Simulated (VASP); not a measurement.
## Al4Co: single point with PBE

Al4Co:

```
CELL_PARAMETERS angstrom
-1.35088 1.35088 9.10068
1.35088 -1.35088 9.10068
1.35088 1.35088 -9.10068
ATOMIC_POSITIONS crystal
Al 0.80597 0.80597 0.00000
Al 0.41833 0.41833 0.00000
Al 0.19403 0.19403 0.00000
Al 0.58167 0.58167 0.00000
Co 0.00000 0.00000 0.00000
```

```yaml
Program: VASP 6.6.1
Task: single point
Functional: PBE
Potentials_or_basis: VASP PAW PBE potentials, release 64 (Al, Co)
Cutoff: 520 eV
k_mesh: 14 × 14 × 14
Occupations: gaussian, width 0.1 eV
Spin: no spin polarisation
```

* Pressure: 11.9 GPa
* Largest force: 0.003 eV/Å
* Band gap on the k mesh: zero (an odd number of electrons rules out a gap without spin polarisation)

Forces on the atoms (eV/Å):
```
Al   0.000  0.000  0.003
Al   0.000  0.000  0.001
Al   0.000  0.000 -0.003
Al   0.000  0.000 -0.001
Co   0.000  0.000  0.000
```

Levels at points of the mesh, in eV from the Fermi level:
| k point | band 6 | band 7 | band 8 | band 9 | band 10 | band 11 | band 12 | band 13 | band 14 | band 15 |
| --- | --- | --- | --- | --- | --- | --- | --- | --- | --- | --- |
| (0.00, 0.00, 0.00) | -2.82 | -1.56 | -1.13 | -1.13 | -0.50 | 3.60 | 5.54 | 6.31 | 7.54 | 7.54 |
| (0.50, 0.00, 0.00) | -4.27 | -3.00 | -1.81 | -1.57 | -1.42 | -0.93 | -0.12 | 1.17 | 1.82 | 4.09 |
| (0.50, 0.50, 0.00) | -1.99 | -1.83 | -0.68 | -0.68 | -0.45 | -0.02 | 0.11 | 0.47 | 1.45 | 1.46 |
| (0.50, 0.50, 0.50) | -2.79 | -1.34 | -1.13 | -1.13 | -0.50 | 1.49 | 6.40 | 7.23 | 7.23 | 7.46 |

Wall time 38 min on 1 thread of AMD EPYC 9R45 96-Core Processor (Zen 5), with other jobs on the host, peak memory 0.87 GiB.

Caveat: the cell stands under pressure; the run has no spin polarisation, though such a crystal can be magnetic. Spin polarisation is off, so any magnetic state and its effect on volume and gap are missing.
